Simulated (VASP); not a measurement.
# Li3HSe (Pm-3m) in VASP: a series of runs

The runs below take Li3HSe through single point, relaxation of cell and atoms, with r2SCAN.

Program: VASP 6.6.1. These are calculated values, not measurements. Logs are shortened: lines on timing, memory, paths and dates and some standing lists are left out, and cuts for length are marked.

## 1. The cell of the first run

The structure is cubic, space group Pm-3m (No. 221). Conventional cell: a = 3.934 Å, b = 3.934 Å, c = 3.934 Å, α = 90.00°, β = 90.00°, γ = 90.00°. Li (site symmetry 4/mmm) has 2 H at 1.97 Å within 2.6 Å. H (site symmetry m-3m) has 6 Li at 1.97 Å within 2.6 Å. Se (site symmetry m-3m) has 12 Li at 2.78 Å and 8 H at 3.41 Å within 3.7 Å.

## 2. Single point, r2SCAN

File POSCAR:

```
Li3HSe
1.0
    3.9341233364      0.0000000000      0.0000000000
    0.0000000000      3.9341233364      0.0000000000
    0.0000000000      0.0000000000      3.9341233364
Li H Se
3 1 1
Direct
    0.0000000000      0.5000000000      0.5000000000
    0.5000000000      0.0000000000      0.5000000000
    0.5000000000      0.5000000000      0.0000000000
    0.5000000000      0.5000000000      0.5000000000
    0.0000000000      0.0000000000      0.0000000000
```

File INCAR.step1:

```
SYSTEM = Li3HSe
PREC = Accurate ; ENCUT = 520
ISMEAR = 0 ; SIGMA = 0.02
LREAL = .False. ; LASPH = .True.
NELM = 80 ; NBANDS = 16
GGA = PE ; ALGO = Normal
EDIFF = 1E-4 ; LWAVE = .True.
LCHARG = .False.
```

File INCAR.step2:

```
SYSTEM = Li3HSe
PREC = Accurate ; ENCUT = 520
EDIFF = 1E-6 ; ISMEAR = 0
SIGMA = 0.02 ; LREAL = .False.
LASPH = .True. ; NELM = 80
ALGO = Normal ; ISIF = 2
LWAVE = .False. ; LCHARG = .False.
METAGGA = R2SCAN ; LMIXTAU = .True.
NBANDS = 16 ; ISTART = 1
```

File KPOINTS:

```
Automatic mesh
0
Gamma
  6 6 6
  0 0 0
```

Potentials or basis: VASP PAW PBE potentials, release 64 (Li_sv, H, Se).

Started as:

```
$ cat potpaw_PBE.64/Li_sv/POTCAR potpaw_PBE.64/H/POTCAR potpaw_PBE.64/Se/POTCAR > POTCAR
$ cp INCAR.step1 INCAR
$ mpirun -np 1 vasp_std > vasp.out
$ cp INCAR.step2 INCAR
$ mpirun -np 1 vasp_std > vasp.out
```

OUTCAR:

```text
SYSTEM = Li3HSe
   PREC = Accurate
   ENCUT = 520
   EDIFF = 1E-6
   ISMEAR = 0
   LREAL = .False.
   LASPH = .True.
   NELM = 80
   ISIF = 2
   METAGGA = R2SCAN
   ISTART = 1

 ion  position               nearest neighbor table
   1  0.000  0.500  0.500-
   2  0.500  0.000  0.500-
   3  0.500  0.500  0.000-
   4  0.500  0.500  0.500-
   5  0.000  0.000  0.000-

  LATTYP: Found a simple cubic cell.
 ALAT       =     3.9341233364

  Lattice vectors:

 A1 = (   3.9341233364,   0.0000000000,   0.0000000000)
 A2 = (   0.0000000000,   3.9341233364,   0.0000000000)
 A3 = (   0.0000000000,   0.0000000000,   3.9341233364)

Analysis of symmetry for initial positions (statically):
=====================================================================
 Subroutine PRICEL returns:
 Original cell was already a primitive cell.

 Routine SETGRP: Setting up the symmetry group for a
 simple cubic supercell.

 Subroutine GETGRP returns: Found 48 space group operations
 (whereof 48 operations were pure point group operations)
 out of a pool of 48 trial point group operations.

The static configuration has the point symmetry O_h .

Analysis of symmetry for dynamics (positions and initial velocities):
=====================================================================
 Subroutine PRICEL returns:
 Original cell was already a primitive cell.

 Routine SETGRP: Setting up the symmetry group for a
 simple cubic supercell.

 Subroutine GETGRP returns: Found 48 space group operations
 (whereof 48 operations were pure point group operations)
 out of a pool of 48 trial point group operations.

The dynamic configuration has the point symmetry O_h .

 Subroutine INISYM returns: Found 48 space group operations
 (whereof 48 operations are pure point group operations),
 and found     1 'primitive' translations

----------------------------------------------------------------------------------------

                                     Primitive cell

  volume of cell :      60.8897

  direct lattice vectors                    reciprocal lattice vectors
     3.934123336  0.000000000  0.000000000     0.254186235  0.000000000  0.000000000
     0.000000000  3.934123336  0.000000000     0.000000000  0.254186235  0.000000000
     0.000000000  0.000000000  3.934123336     0.000000000  0.000000000  0.254186235

  length of vectors
     3.934123336  3.934123336  3.934123336     0.254186235  0.254186235  0.254186235

  position of ions in fractional coordinates (direct lattice)
     0.000000000  0.500000000  0.500000000
     0.500000000  0.000000000  0.500000000
     0.500000000  0.500000000  0.000000000
     0.500000000  0.500000000  0.500000000
     0.000000000  0.000000000  0.000000000

  ion indices of the primitive-cell ions
   primitive index   ion index
                 1           1
                 2           2
                 3           3
                 4           4
                 5           5

----------------------------------------------------------------------------------------

 KPOINTS: Automatic mesh

Automatic generation of k-mesh.
 Grid dimensions read from file:
 generate k-points for:    6    6    6

 Generating k-lattice:

  Cartesian coordinates                     Fractional coordinates (reciprocal lattice)
     0.042364373  0.000000000  0.000000000     0.166666667  0.000000000  0.000000000
     0.000000000  0.042364373  0.000000000     0.000000000  0.166666667  0.000000000
     0.000000000  0.000000000  0.042364373     0.000000000  0.000000000  0.166666667

  Length of vectors
     0.042364373  0.042364373  0.042364373

  Shift w.r.t. Gamma in fractional coordinates (k-lattice)
     0.000000000  0.000000000  0.000000000

 Subroutine IBZKPT returns following result:
 ===========================================

 Found     20 irreducible k-points:

 Following reciprocal coordinates:
            Coordinates               Weight
  0.000000  0.000000  0.000000      1.000000
  0.166667  0.000000  0.000000      6.000000
  0.333333  0.000000  0.000000      6.000000
  0.500000  0.000000  0.000000      3.000000
  0.166667  0.166667  0.000000     12.000000
  0.333333  0.166667  0.000000     24.000000
[... 12 lines left out ...]
  0.500000  0.500000  0.333333      6.000000
  0.500000  0.500000  0.500000      1.000000
   k-points           NKPTS =     20   k-points in BZ     NKDIM =     20   number of bands    NBANDS=     16
   number of dos      NEDOS =    301   number of ions     NIONS =      5
   total plane-waves  NPLWV =  27000
   dimension x,y,z NGX =    30 NGY =   30 NGZ =   30
   dimension x,y,z NGXF=    60 NGYF=   60 NGZF=   60
   ions per type =               3   1   1
   NGX,Y,Z   is equivalent  to a cutoff of  12.68, 12.68, 12.68 a.u.
   NGXF,Y,Z  is equivalent  to a cutoff of  25.35, 25.35, 25.35 a.u.
 SYSTEM =  Li3HSe
   PREC   = accura    normal or accurate (medium, high low for compatibility)
   ISTART =      1    job   : 0-new  1-cont  2-samecut
   ICHARG =      0    charge: 1-file 2-atom 10-const
   ISPIN  =      1    spin polarized calculation?
   LNONCOLLINEAR =      F non collinear calculations
   LSORBIT =      F    spin-orbit coupling
   LASPH  =      T    aspherical Exc in radial PAW
   ENCUT  =  520.0 eV  38.22 Ry    6.18 a.u.   7.31  7.31  7.31*2*pi/ulx,y,z
   NELM   =     80;   NELMIN=  2; NELMDL=  0     # of ELM steps
   EDIFF  = 0.1E-05   stopping-criterion for ELM
   LREAL  =      F    real-space projection
   EDIFFG = 0.1E-04   stopping-criterion for IOM
   NSW    =      0    number of steps for IOM
   IBRION =     -1    ionic relax: 0-MD 1-quasi-New 2-CG
   NFREE  =      0    steps in history (QN), initial steepest desc. (CG)
   ISIF   =      2    stress and relaxation
   ISYM   =      2    0-nonsym 1-usesym 2-fastsym
   POTIM  = 0.5000    time-step for ionic-motion
   TEBEG  =    0.0;   TEEND  =   0.0 temperature during run
   PSTRESS=    0.0 pullay stress
   NELECT =      16.0000    total number of electrons
   NUPDOWN=      -1.0000    fix difference up-down
   EMIN   =  10.00;   EMAX   =-10.00  energy-range for DOS
   EFERMI =   0.00;   METHOD = LEGACY
   ISMEAR =     0;   SIGMA  =   0.02  broadening in eV -4-tet -1-fermi 0-gaus
   EFERMI_NEDOS =   21; number of points for ismear=-14 and -15
   IALGO  =     38    algorithm
   IMIX   =      4    mixing-type and parameters
     AMIX     =   0.40;   BMIX     =  1.00
     AMIX_MAG =   1.60;   BMIX_MAG =  1.00
  volume/ion in A,a.u.               =      12.18        82.18
  Fermi-wavevector in a.u.,A,eV,Ry     =   1.048577  1.981523 14.959783  1.099513
  Thomas-Fermi vector in A             =   2.183504
   LORBIT       =      0    0 simple, 1 ext, 2 COOP (PROOUT), +10 PAW based schemes
   METAGGA = R2SCAN    functional components
   LHFCALC =     F    Hartree Fock is set to
   AEXX    =    0.0000 exact exchange contribution
   IVDW    =     0    specifies the selected vdW correction
   LEPSILON=     F    determine dielectric tensor
   LRPA    =     F    only Hartree local field effects (RPA)
 non-spin polarized calculation
 Gauss-broadening in eV      SIGMA  =   0.02
  energy-cutoff  :      520.00
  volume of cell :       60.89
 maximum number of plane-waves:      1662
 NGX is ok and might be reduce to    30
   NGX = 15   NGY = 15   NGZ = 15

 number of electron      15.9999969 magnetization

 Free energy of the ion-electron system (eV)
  ---------------------------------------------------
  ext. energy  EPLUGINS =         0.00000000
  ---------------------------------------------------
  free energy    TOTEN  =       -30.08912664 eV

  energy without entropy =      -30.08912664  energy(sigma->0) =      -30.08912664

 E-fermi :   2.1536     XC(G=0):  -9.3793

 val. band max:        1.9074779757   @ k =   0.5000   0.5000   0.0000
 cond. band min:       6.2344464152   @ k =   0.5000   0.0000   0.0000
 fundamental gap:      4.3269684395
 Fermi energy:         2.1536270038

 k-point     1 :       0.0000    0.0000    0.0000
  band No.  band energies     occupation
      1     -44.8242      2.00000
      2     -44.7734      2.00000
      3     -44.7734      2.00000
      4     -10.3526      2.00000
      5      -0.8990      2.00000
      6       0.6947      2.00000
[... 8 lines left out ...]
     15      14.2005      0.00000
     16      14.2005      0.00000

 k-point     2 :       0.1667    0.0000    0.0000
  band No.  band energies     occupation
      1     -44.8211      2.00000
      2     -44.7764      2.00000
      3     -44.7734      2.00000
      4     -10.2835      2.00000
      5      -1.5087      2.00000
      6       0.8419      2.00000
[... 8 lines left out ...]
     15      12.8453      0.00000
     16      12.8453      0.00000

 k-point     3 :       0.3333    0.0000    0.0000
  band No.  band energies     occupation
      1     -44.8132      2.00000
      2     -44.7839      2.00000
      3     -44.7733      2.00000
      4     -10.1357      2.00000
      5      -2.4099      2.00000
      6       1.1718      2.00000
[... 8 lines left out ...]
     15      13.0651      0.00000
     16      14.5522      0.00000

 k-point     4 :       0.5000    0.0000    0.0000
  band No.  band energies     occupation
      1     -44.8069      2.00000
      2     -44.7899      2.00000
      3     -44.7731      2.00000
      4     -10.0562      2.00000
      5      -2.7904      2.00000
      6       1.2599      2.00000
[... 8 lines left out ...]
     15      15.4392      0.00000
     16      15.5568      0.00000
[... 248 lines left out ...]
 k-point    18 :       0.5000    0.3333    0.3333
  band No.  band energies     occupation
      1     -44.7937      2.00000
      2     -44.7894      2.00000
      3     -44.7852      2.00000
      4      -9.5711      2.00000
      5      -1.8767      2.00000
      6      -0.7467      2.00000
[... 8 lines left out ...]
     15      15.1537      0.00000
     16      16.8059      0.00000

 k-point    19 :       0.5000    0.5000    0.3333
  band No.  band energies     occupation
      1     -44.7893      2.00000
      2     -44.7893      2.00000
      3     -44.7893      2.00000
      4      -9.4764      2.00000
      5      -1.6889      2.00000
      6      -0.9679      2.00000
[... 8 lines left out ...]
     15      14.8620      0.00000
     16      17.8078      0.00000

 k-point    20 :       0.5000    0.5000    0.5000
  band No.  band energies     occupation
      1     -44.7892      2.00000
      2     -44.7892      2.00000
      3     -44.7892      2.00000
      4      -9.3770      2.00000
      5      -1.6910      2.00000
      6      -0.9183      2.00000
[... 8 lines left out ...]
     15      16.4271      0.00000
     16      18.7238      0.00000

------------------------ aborting loop because EDIFF is reached ----------------------------------------

  FORCE on cell =-STRESS in cart. coord.  units (eV):
  Direction    XX          YY          ZZ          XY          YZ          ZX
  --------------------------------------------------------------------------------------
  -------------------------------------------------------------------------------------
  Total       -0.2267770     -0.2267770     -0.2267770     -0.0000000     -0.0000000      0.0000000
  in kB       -5.9671331     -5.9671331     -5.9671331     -0.0000000     -0.0000000      0.0000000
  external PRESSURE =      -5.9671331 kB  Pullay stress =       0.0000000 kB

 VOLUME and BASIS-vectors are now :
 -----------------------------------------------------------------------------
  energy-cutoff  :      520.00
  volume of cell :       60.89
      direct lattice vectors                 reciprocal lattice vectors
     3.934123336  0.000000000  0.000000000     0.254186235  0.000000000  0.000000000
     0.000000000  3.934123336  0.000000000     0.000000000  0.254186235  0.000000000
     0.000000000  0.000000000  3.934123336     0.000000000  0.000000000  0.254186235

 POSITION                                       TOTAL-FORCE (eV/Angst)
 -----------------------------------------------------------------------------------
      0.00000      1.96706      1.96706         0.000000      0.000000      0.000000
      1.96706      0.00000      1.96706         0.000000      0.000000      0.000000
      1.96706      1.96706      0.00000         0.000000      0.000000      0.000000
      1.96706      1.96706      1.96706         0.000000      0.000000      0.000000
      0.00000      0.00000      0.00000         0.000000      0.000000      0.000000
 -----------------------------------------------------------------------------------
    total drift:                                0.000000      0.000000     -0.000000

  FREE ENERGIE OF THE ION-ELECTRON SYSTEM (eV)
  ---------------------------------------------------
  free  energy   TOTEN  =       -30.0891266397 eV

  energy  without entropy=      -30.0891266397  energy(sigma->0) =      -30.08912664
```

It took 4 min on 1 thread of AMD EPYC 7R13, shared host; peak memory 0.15 GiB.

Results:

```
Free energy            : -30.0891 eV
Band gap on the k mesh : 4.33 eV, indirect (least direct gap 4.85 eV)
```

Caveat: the cutoff is under 1.25 times the usual one of these potentials, so pressure, stress and relaxed cells hold a basis-set (Pulay) error; the PAW data sets were made with another functional, which shifts forces and pressure a little.

## 3. Relaxation of cell and atoms, r2SCAN

This run uses another cell than the first one, of 12.27 Å³/atom, 1.008 times its volume.

Edit POSCAR of step 2 so:

```diff
@@ -2,5 +2,5 @@
 1.0
-    3.9341233364      0.0000000000      0.0000000000
-    0.0000000000      3.9341233364      0.0000000000
-    0.0000000000      0.0000000000      3.9341233364
+    3.9443860828      0.0000000000      0.0000000000
+    0.0000000000      3.9443860828      0.0000000000
+    0.0000000000      0.0000000000      3.9443860828
 Li H Se
```

File INCAR.step1:

```
ALGO = Normal
EDIFF = 1E-4
ENCUT = 600
GGA = PE
ISMEAR = 0
LASPH = True
LCHARG = False
LREAL = False
LWAVE = True
NELM = 80
PREC = Accurate
SIGMA = 0.02
```

File INCAR.step2:

```
ALGO = Normal
EDIFF = 1E-7
EDIFFG = -0.005
ENCUT = 600
IBRION = 2
ISIF = 3
ISMEAR = 0
ISTART = 1
LASPH = True
LCHARG = False
LMIXTAU = True
LREAL = False
LWAVE = False
METAGGA = R2SCAN
NELM = 80
NSW = 70
PREC = Accurate
SIGMA = 0.02
```

File KPOINTS:

```
k-points
0
Gamma
  6 6 6
```

Potentials or basis: VASP PAW PBE potentials, release 64 (Li_sv, H, Se).

Started as:

```
$ cat potpaw_PBE.64/Li_sv/POTCAR potpaw_PBE.64/H/POTCAR potpaw_PBE.64/Se/POTCAR > POTCAR
$ cp INCAR.step1 INCAR
$ mpirun -np 1 vasp_std > vasp.out
$ cp INCAR.step2 INCAR
$ mpirun -np 1 vasp_std > vasp.out
```

OUTCAR:

```text
EDIFF = 1E-7
   EDIFFG = -0.005
   ENCUT = 600
   IBRION = 2
   ISIF = 3
   ISMEAR = 0
   ISTART = 1
   LASPH = True
   LREAL = False
   METAGGA = R2SCAN
   NELM = 80
   NSW = 70
   PREC = Accurate

 ion  position               nearest neighbor table
   1  0.000  0.500  0.500-
   2  0.500  0.000  0.500-
   3  0.500  0.500  0.000-
   4  0.500  0.500  0.500-
   5  0.000  0.000  0.000-

  LATTYP: Found a simple cubic cell.
 ALAT       =     3.9443860828

  Lattice vectors:

 A1 = (   3.9443860828,   0.0000000000,   0.0000000000)
 A2 = (   0.0000000000,   3.9443860828,   0.0000000000)
 A3 = (   0.0000000000,   0.0000000000,   3.9443860828)

[... 184 lines left out ...]
  -------------------------------------------------------------------------------------
  Total       -0.2573767     -0.2573767     -0.2573767     -0.0000000      0.0000000      0.0000000
  in kB       -6.7195718     -6.7195718     -6.7195718     -0.0000000      0.0000000      0.0000000
  external PRESSURE =      -6.7195718 kB  Pullay stress =       0.0000000 kB
[... 143 lines left out ...]
--------------------------------------- Ionic step        5  -------------------------------------------

 number of electron      15.9999999 magnetization

 Free energy of the ion-electron system (eV)
  ---------------------------------------------------
  ext. energy  EPLUGINS =         0.00000000
  ---------------------------------------------------
  free energy    TOTEN  =       -30.09707284 eV

  energy without entropy =      -30.09707284  energy(sigma->0) =      -30.09707284

 E-fermi :   2.1134     XC(G=0):  -9.4278

 val. band max:        1.9787262832   @ k =   0.5000   0.5000   0.0000
 cond. band min:       6.3509387389   @ k =   0.5000   0.0000   0.0000
 fundamental gap:      4.3722124557
 Fermi energy:         2.1133609532

 k-point     1 :       0.0000    0.0000    0.0000
  band No.  band energies     occupation
      1     -44.7310      2.00000
      2     -44.6778      2.00000
      3     -44.6778      2.00000
      4     -10.3221      2.00000
      5      -0.8311      2.00000
      6       0.7439      2.00000
      7       0.7439      2.00000
      8       0.7439      2.00000
      9       8.4360      0.00000
     10       8.4360      0.00000
     11       9.6947      0.00000
     12       9.6947      0.00000
[... 315 lines left out ...]
  FREE ENERGIE OF THE ION-ELECTRON SYSTEM (eV)
  ---------------------------------------------------
  free  energy   TOTEN  =       -30.0970728427 eV

  energy  without entropy=      -30.0970728427  energy(sigma->0) =      -30.09707284

 reached required accuracy - stopping structural energy minimisation
```

Wall time 13 min (1 thread of AMD EPYC 7R13, shared host); peak memory 0.17 GiB.

Results:

```yaml
Free_energy: -30.0971 eV
Relaxed_volume: 12.04 Å³/atom
Relaxed_cell: a = 3.919 Å, b = 3.919 Å, c = 3.919 Å, α = 90.00°, β = 90.00°, γ = 90.00°
Space_group_after_relaxing_to_0.05_Å: Pm-3m (No. 221)
Energy_gained_by_relaxing: 0.6 meV/atom
Ionic_steps: 5
Pressure_after_relaxing: 0.0 GPa
Band_gap_on_the_k_mesh: 4.37 eV, indirect (least direct gap 4.90 eV)
```

Step by step:
```
step  energy change (eV)  largest force (eV/Å)  pressure (GPa)  volume (Å³)
   1              0.0000                0.0000           -0.67        61.37
   2             -0.0017                0.0000           -0.45        60.91
   3             -0.0025                0.0000           -0.25        60.56
   4             -0.0027                0.0000            0.25        59.85
   5             -0.0029                0.0000           -0.01        60.20
```

Final structure:
```xyz
5
Lattice="3.9193 0.0000 0.0000 0.0000 3.9193 0.0000 0.0000 0.0000 3.9193" Properties=species:S:1:pos:R:3 pbc="T T T"
Li    0.0000    1.9596    1.9596
Li    1.9596    0.0000    1.9596
Li    1.9596    1.9596    0.0000
H     1.9596    1.9596    1.9596
Se    0.0000    0.0000    0.0000
```

Levels at points of the mesh, in eV from the valence-band top:
```csv
k point,band 4,band 5,band 6,band 7,band 8,band 9,band 10,band 11,band 12
"(0.00, 0.00, 0.00)",-12.30,-2.81,-1.23,-1.23,-1.23,6.46,6.46,7.72,7.72
"(0.50, 0.00, 0.00)",-12.00,-4.74,-0.65,-0.53,-0.53,4.37,5.06,5.06,5.84
"(0.50, 0.50, 0.00)",-11.68,-3.62,-3.06,-3.06,0.00,5.11,7.41,7.41,7.66
"(0.50, 0.50, 0.50)",-11.30,-3.63,-2.87,-2.87,-2.87,4.95,4.95,4.95,11.73
```

Caveat: the cutoff is under 1.25 times the usual one of these potentials, so pressure, stress and relaxed cells hold a basis-set (Pulay) error; the PAW data sets were made with another functional, which shifts forces and pressure a little.
